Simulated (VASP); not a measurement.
# Sn in VASP: further runs, part 2 of 2

VASP 6.6.1. Earlier steps stand in the parts before.

### 5 Single point, PBEsol (strain -0.025 along x and y, -0.050 along z)

Input file INCAR:

```
SYSTEM = Sn
  PREC = Accurate
  ENCUT = 520
  EDIFF = 1E-6
  ISMEAR = 0
  SIGMA = 0.15
  LREAL = .FALSE.
  LASPH = .TRUE.
  NELM = 80
  ALGO = Fast
  ISIF = 2
  LWAVE = .FALSE.
  LCHARG = .FALSE.
  GGA = PS
  NBANDS = 13
```

Input file KPOINTS:

```
Automatic mesh
0
G
  22 22 22
  0 0 0
```

Input file POSCAR:

```
Sn
1.0
   -1.8255851467      1.8255851467      1.7787752712
    1.8255851467     -1.8255851467      1.7787752712
    1.8255851467      1.8255851467     -1.7787752712
Sn
1
Direct
    0.0000000000      0.0000000000      0.0000000000
```

Potentials or basis: VASP PAW PBE potentials, release 64 (Sn_d).

On the command line:

```bash
cat potpaw_PBE.64/Sn_d/POTCAR > POTCAR
mpirun -np 1 vasp_std > vasp.out
```

OUTCAR:

```text
SYSTEM = Sn
   PREC = Accurate
   ENCUT = 520
   EDIFF = 1E-6
   ISMEAR = 0
   LREAL = .FALSE.
   LASPH = .TRUE.
   NELM = 80
   ISIF = 2
   GGA = PS

 ion  position               nearest neighbor table
   1  0.000  0.000  0.000-

  LATTYP: Found a body centered tetragonal cell.
 ALAT       =     3.6511702934
 C/A-ratio  =     0.9743589744

  Lattice vectors:

 A1 = (  -1.8255851467,   1.8255851467,   1.7787752712)
 A2 = (   1.8255851467,  -1.8255851467,   1.7787752712)
 A3 = (   1.8255851467,   1.8255851467,  -1.7787752712)

Analysis of symmetry for initial positions (statically):
=====================================================================
 Subroutine PRICEL returns:
 Original cell was already a primitive cell.

 Routine SETGRP: Setting up the symmetry group for a
 body centered tetragonal supercell.

 Subroutine GETGRP returns: Found 16 space group operations
 (whereof 16 operations were pure point group operations)
 out of a pool of 16 trial point group operations.

The static configuration has the point symmetry D_4h.

Analysis of symmetry for dynamics (positions and initial velocities):
=====================================================================
 Subroutine PRICEL returns:
 Original cell was already a primitive cell.

 Routine SETGRP: Setting up the symmetry group for a
 body centered tetragonal supercell.

 Subroutine GETGRP returns: Found 16 space group operations
 (whereof 16 operations were pure point group operations)
 out of a pool of 16 trial point group operations.

The dynamic configuration has the point symmetry D_4h.

 Subroutine INISYM returns: Found 16 space group operations
 (whereof 16 operations are pure point group operations),
 and found     1 'primitive' translations

----------------------------------------------------------------------------------------

                                     Primitive cell

  volume of cell :      23.7129

  direct lattice vectors                    reciprocal lattice vectors
    -1.825585147  1.825585147  1.778775271     0.000000000  0.273884788  0.281092282
     1.825585147 -1.825585147  1.778775271     0.273884788  0.000000000  0.281092282
     1.825585147  1.825585147 -1.778775271     0.273884788  0.273884788  0.000000000

  length of vectors
     3.135213505  3.135213505  3.135213505     0.392461142  0.392461142  0.387331581

  position of ions in fractional coordinates (direct lattice)
     0.000000000  0.000000000  0.000000000

  ion indices of the primitive-cell ions
   primitive index   ion index
                 1           1

----------------------------------------------------------------------------------------

 KPOINTS: Automatic mesh

Automatic generation of k-mesh.
 Grid dimensions read from file:
 generate k-points for:   22   22   22

 Generating k-lattice:

  Cartesian coordinates                     Fractional coordinates (reciprocal lattice)
     0.000000000  0.012449309  0.012776922     0.045454545  0.000000000  0.000000000
     0.012449309  0.000000000  0.012776922     0.000000000  0.045454545  0.000000000
     0.012449309  0.012449309  0.000000000     0.000000000  0.000000000  0.045454545

  Length of vectors
     0.017839143  0.017839143  0.017605981

  Shift w.r.t. Gamma in fractional coordinates (k-lattice)
     0.000000000  0.000000000  0.000000000

 Subroutine IBZKPT returns following result:
 ===========================================

 Found    834 irreducible k-points:

 Following reciprocal coordinates:
            Coordinates               Weight
  0.000000  0.000000  0.000000      1.000000
  0.045455 -0.000000  0.000000      8.000000
  0.090909 -0.000000  0.000000      8.000000
  0.136364 -0.000000  0.000000      8.000000
  0.181818 -0.000000  0.000000      8.000000
  0.227273 -0.000000  0.000000      8.000000
[... 16 lines left out ...]
  0.500000  0.045455  0.000000     16.000000
 -0.454545  0.045455 -0.000000     16.000000
 [... further k-points ...]
   k-points           NKPTS =    834   k-points in BZ     NKDIM =    834   number of bands    NBANDS=     13
   number of dos      NEDOS =    301   number of ions     NIONS =      1
   total plane-waves  NPLWV =  13824
   dimension x,y,z NGX =    24 NGY =   24 NGZ =   24
   dimension x,y,z NGXF=    48 NGYF=   48 NGZF=   48
   ions per type =               1
   NGX,Y,Z   is equivalent  to a cutoff of  12.73, 12.73, 12.73 a.u.
   NGXF,Y,Z  is equivalent  to a cutoff of  25.45, 25.45, 25.45 a.u.
 SYSTEM =  Sn
   PREC   = accura    normal or accurate (medium, high low for compatibility)
   ISTART =      0    job   : 0-new  1-cont  2-samecut
   ICHARG =      2    charge: 1-file 2-atom 10-const
   ISPIN  =      1    spin polarized calculation?
   LNONCOLLINEAR =      F non collinear calculations
   LSORBIT =      F    spin-orbit coupling
   LASPH  =      T    aspherical Exc in radial PAW
   ENCUT  =  520.0 eV  38.22 Ry    6.18 a.u.   5.83  5.83  5.83*2*pi/ulx,y,z
   NELM   =     80;   NELMIN=  2; NELMDL= -5     # of ELM steps
   EDIFF  = 0.1E-05   stopping-criterion for ELM
   LREAL  =      F    real-space projection
   EDIFFG = 0.1E-04   stopping-criterion for IOM
   NSW    =      0    number of steps for IOM
   IBRION =     -1    ionic relax: 0-MD 1-quasi-New 2-CG
   NFREE  =      0    steps in history (QN), initial steepest desc. (CG)
   ISIF   =      2    stress and relaxation
   ISYM   =      2    0-nonsym 1-usesym 2-fastsym
   POTIM  = 0.5000    time-step for ionic-motion
   TEBEG  =    0.0;   TEEND  =   0.0 temperature during run
   PSTRESS=    0.0 pullay stress
   NELECT =      14.0000    total number of electrons
   NUPDOWN=      -1.0000    fix difference up-down
   EMIN   =  10.00;   EMAX   =-10.00  energy-range for DOS
   EFERMI =   0.00;   METHOD = LEGACY
   ISMEAR =     0;   SIGMA  =   0.15  broadening in eV -4-tet -1-fermi 0-gaus
   EFERMI_NEDOS =   21; number of points for ismear=-14 and -15
   IALGO  =     68    algorithm
   IMIX   =      4    mixing-type and parameters
     AMIX     =   0.40;   BMIX     =  1.00
     AMIX_MAG =   1.60;   BMIX_MAG =  1.00
  volume/ion in A,a.u.               =      23.71       160.02
  Fermi-wavevector in a.u.,A,eV,Ry     =   1.373375  2.595302 25.662744  1.886158
  Thomas-Fermi vector in A             =   2.498897
   LORBIT       =      0    0 simple, 1 ext, 2 COOP (PROOUT), +10 PAW based schemes
   GGA     = PS    functional components
   LHFCALC =     F    Hartree Fock is set to
   AEXX    =    0.0000 exact exchange contribution
   IVDW    =     0    specifies the selected vdW correction
   LEPSILON=     F    determine dielectric tensor
   LRPA    =     F    only Hartree local field effects (RPA)
 non-spin polarized calculation
 RMM-DIIS sequential band-by-band and
 Gauss-broadening in eV      SIGMA  =   0.15
  energy-cutoff  :      520.00
  volume of cell :       23.71
 maximum number of plane-waves:       662
   NGX = 11   NGY = 11   NGZ = 11

 number of electron      14.0000003 magnetization

 Free energy of the ion-electron system (eV)
  ---------------------------------------------------
  ext. energy  EPLUGINS =         0.00000000
  ---------------------------------------------------
  free energy    TOTEN  =        -4.18664218 eV

  energy without entropy =       -4.18092588  energy(sigma->0) =       -4.18378403

 E-fermi :   9.6680     XC(G=0): -11.1627

 val. band max:        9.6669899675   @ k =  -0.2727  -0.3182   0.1364
 cond. band min:       9.6764603764   @ k =  -0.2273  -0.3182   0.0455
 fundamental gap:      0.0094704089
 Fermi energy:         9.6679854802

 k-point     1 :       0.0000    0.0000    0.0000
  band No.  band energies     occupation
      1     -11.8754      2.00000
      2     -11.8628      2.00000
      3     -11.8628      2.00000
      4     -11.6680      2.00000
      5     -11.6489      2.00000
      6      -2.4775      2.00000
      7      18.8994      0.00000
      8      18.8994      0.00000
      9      19.1405      0.00000
     10      21.9796      0.00000
     11      21.9796      0.00000
     12      22.3293      0.00000
     13      23.1364      0.00000
[... 353 lines left out ...]
 k-point    24 :      -0.4545    0.0455   -0.0000
  band No.  band energies     occupation
      1     -11.9387      2.00000
      2     -11.8533      2.00000
      3     -11.6700      2.00000
      4     -11.6616      2.00000
      5     -11.5467      2.00000
      6       2.1467      2.00000
      7       5.8786      2.00000
      8      13.4844      0.00000
      9      15.2237      0.00000
     10      18.4859      0.00000
     11      19.0485      0.00000
     12      25.5887      0.00000
     13      26.3120      0.00000

 [... further k-points ...]
[... 5 lines left out ...]
  --------------------------------------------------------------------------------------
  -------------------------------------------------------------------------------------
  Total        1.0061639      1.0061639      1.0090017      0.0000000     -0.0000000      0.0000000
  in kB       67.9820147     67.9820147     68.1737551      0.0000000     -0.0000000      0.0000000
  external PRESSURE =      68.0459282 kB  Pullay stress =       0.0000000 kB

 VOLUME and BASIS-vectors are now :
 -----------------------------------------------------------------------------
  energy-cutoff  :      520.00
  volume of cell :       23.71
      direct lattice vectors                 reciprocal lattice vectors
    -1.825585147  1.825585147  1.778775271     0.000000000  0.273884788  0.281092282
     1.825585147 -1.825585147  1.778775271     0.273884788  0.000000000  0.281092282
     1.825585147  1.825585147 -1.778775271     0.273884788  0.273884788  0.000000000

 POSITION                                       TOTAL-FORCE (eV/Angst)
 -----------------------------------------------------------------------------------
      0.00000      0.00000      0.00000        -0.000000     -0.000000      0.000000
 -----------------------------------------------------------------------------------
    total drift:                                0.000000      0.000000      0.000000

  FREE ENERGIE OF THE ION-ELECTRON SYSTEM (eV)
  ---------------------------------------------------
  free  energy   TOTEN  =        -4.1866421826 eV

  energy  without entropy=       -4.1809258771  energy(sigma->0) =       -4.18378403
```

OSZICAR:

```text
N       E                     dE             d eps       ncg     rms          rms(c)
DAV:   1     0.799559787819E+02    0.79956E+02   -0.71372E+03 22551   0.169E+03
DAV:   2     0.113065014652E+01   -0.78825E+02   -0.76121E+02 23264   0.343E+02
DAV:   3    -0.411148420062E+01   -0.52421E+01   -0.52208E+01 25747   0.715E+01
DAV:   4    -0.421167811841E+01   -0.10019E+00   -0.10017E+00 25489   0.104E+01
DAV:   5    -0.421488776608E+01   -0.32096E-02   -0.32096E-02 27700   0.184E+00    0.175E+00
RMM:   6    -0.419395033422E+01    0.20937E-01   -0.16346E-02 27629   0.174E+00    0.982E-01
RMM:   7    -0.418693571118E+01    0.70146E-02   -0.11686E-02 27267   0.133E+00    0.140E-01
RMM:   8    -0.418661280528E+01    0.32291E-03   -0.12616E-03 31002   0.437E-01    0.400E-02
RMM:   9    -0.418663896719E+01   -0.26162E-04   -0.29197E-04 33846   0.160E-01    0.332E-02
RMM:  10    -0.418664218294E+01   -0.32158E-05   -0.43846E-05 29591   0.983E-02    0.179E-02
RMM:  11    -0.418664136736E+01    0.81559E-06   -0.22197E-05 31189   0.536E-02    0.155E-03
RMM:  12    -0.418664218258E+01   -0.81522E-06   -0.80158E-06 26013   0.246E-02
   1 F= -.41866422E+01 E0= -.41837840E+01  d E =-.571631E-02
```

Wall time 62 s (1 thread of Intel Xeon 6975P-C (Granite Rapids), shared host); peak memory 0.33 GiB.

Results:

* Free energy: -4.1866 eV
* Pressure: 6.8 GPa
* Band gap on the k mesh: zero (bands 7 and 8 overlap by 12.08 eV)

Levels at points of the mesh, in eV from the Fermi level:
```csv
k point,band 4,band 5,band 6,band 7,band 8,band 9,band 10,band 11
"(0.00, 0.00, 0.00)",-21.34,-21.32,-12.15,9.23,9.23,9.47,12.31,12.31
"(0.50, 0.00, 0.00)",-21.32,-21.20,-6.49,-5.12,3.98,5.75,8.64,8.68
"(0.50, 0.50, 0.00)",-21.33,-21.20,-6.70,-5.20,4.36,6.25,9.11,9.13
"(0.50, 0.50, 0.50)",-21.23,-21.22,-1.65,-0.81,-0.81,-0.25,3.70,4.00
```

Caveat: the cell differs from its parent crystal (strain -0.025 along x and y, -0.050 along z); the cell stands under pressure; the PAW data sets were made with another functional, which shifts forces and pressure a little; spin-orbit coupling is left out, which moves the levels of the heavy elements.

### 6 Summary

```tsv
cell	gap on the mesh (eV)	pressure (GPa)
a = 3.405 Å, angles 109.5°, 1 atom	none	-5.8
a = 3.108 Å, angles 110.2, 110.2, 108.1°, 1 atom	none	9.2
a = 3.136 Å, angles 110.9, 110.9, 106.7°, 1 atom	none	6.9
a = 3.135 Å, angles 108.8, 108.8, 110.9°, 1 atom	none	6.8
```

Alike in all rows: task single point; level PBEsol; potentials or basis VASP PAW PBE potentials, release 64 (Sn_d); no spin polarisation; k mesh 22 × 22 × 22; cutoff (eV) 520; smearing gaussian 0.15 eV.

Caveats: the PAW data sets were made with another functional, which shifts forces and pressure a little; spin-orbit coupling is left out, which moves the levels of the heavy elements; the cell stands under pressure (at least some runs); the cell stands under tension (at least some runs).

Total energies depend on the potentials used, so only differences within one code and one set of settings carry meaning.
